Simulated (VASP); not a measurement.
Wanted: the native input for a VASP 6.6.1 run.

```
Task                   : single point
Functional             : PBEsol
Potentials or basis    : VASP PAW PBE potentials, release 64 (Mg, O)
Cutoff                 : 600 eV
k mesh                 : 4 × 4 × 4
Occupations            : gaussian, width 0.01 eV
Spin                   : no spin polarisation
Dipole correction      : no
Further INCAR settings : ALGO = Normal; EDIFF = 1e-06; NBANDS = 11
```

The structure of MgO lies in POSCAR:

```
MgO
1.0
    0.0000000000      2.1021680256      2.1021680256
    2.1021680256      0.0000000000      2.1021680256
    2.1021680256      2.1021680256      0.0000000000
Mg O
1 1
Direct
    0.0000000000      0.0000000000      0.0000000000
    0.5000000000      0.5000000000      0.5000000000
```

The input as run:

INCAR

```
PREC = Accurate
ENCUT = 600
EDIFF = 1E-6
ISMEAR = 0
SIGMA = 0.01
LREAL = F
LASPH = T
NELM = 120
ALGO = Normal
ISIF = 2
LWAVE = F
LCHARG = F
GGA = PS
NBANDS = 11
GGA_COMPAT = F
```

KPOINTS

```
regular mesh
0
Gamma
  4 4 4
```

Potentials or basis: VASP PAW PBE potentials, release 64 (Mg, O).

Run with:

```bash
$ cat potpaw_PBE.64/Mg/POTCAR potpaw_PBE.64/O/POTCAR > POTCAR
$ mpirun -np 1 vasp_std > vasp.out
```

It gave:

```json
{
  "Pressure": "0.4 GPa",
  "Band gap on the k mesh": "4.68 eV"
}
```

Caveat: the k points lie up to 0.65 Å⁻¹ apart; the PAW data sets were made with another functional, which shifts forces and pressure a little.

It used 7 s of CPU time on 1 thread of AMD EPYC 7R43 64-Core Processor (Zen 3), with other jobs on the host.
